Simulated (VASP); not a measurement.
ScB2, 3 atoms in the cell. The structure is hexagonal, space group P6/mmm (No. 191). The conventional cell has a = 3.139 Å, b = 3.139 Å, c = 3.508 Å, α = 90.00°, β = 90.00°, γ = 120.00°. Within 3.3 Å of Sc (site symmetry 6/mmm) lie 12 B at 2.52 Å and 6 Sc at 3.14 Å. Within 2.4 Å of B (site symmetry -6m2) lie 3 B at 1.81 Å.  This cell differs from its parent crystal: volume scaled by 0.99.

| Property | Result |
| --- | --- |
| Program | VASP 6.6.1 |
| Task | single point |
| Functional | PBEsol |
| Potentials or basis | VASP PAW PBE potentials, release 64 (Sc_sv, B) |
| Cutoff | 520 eV |
| k mesh | 12 × 12 × 9 |
| Occupations | fermi-dirac, width 0.03 eV |
| Spin | no spin polarisation |
| Dipole correction | no |
| Further INCAR settings | ALGO = Normal; EDIFF = 1e-06; NBANDS = 16 |

Potentials or basis: VASP PAW PBE potentials, release 64 (Sc_sv, B).

Command:

```console
$ cat potpaw_PBE.64/Sc_sv/POTCAR potpaw_PBE.64/B/POTCAR > POTCAR
$ mpirun -np 1 vasp_std > vasp.out
```

Hardware: 1 thread of Intel(R) Xeon(R) 6975P-C (Granite Rapids), on a shared host.

Question: Estimate the wall time of this run.

Answer: Run time: 17 s on 1 thread of Intel(R) Xeon(R) 6975P-C (Granite Rapids), on a shared host, peak memory 0.17 GiB. Counts: scf iterations 13, k points 95.
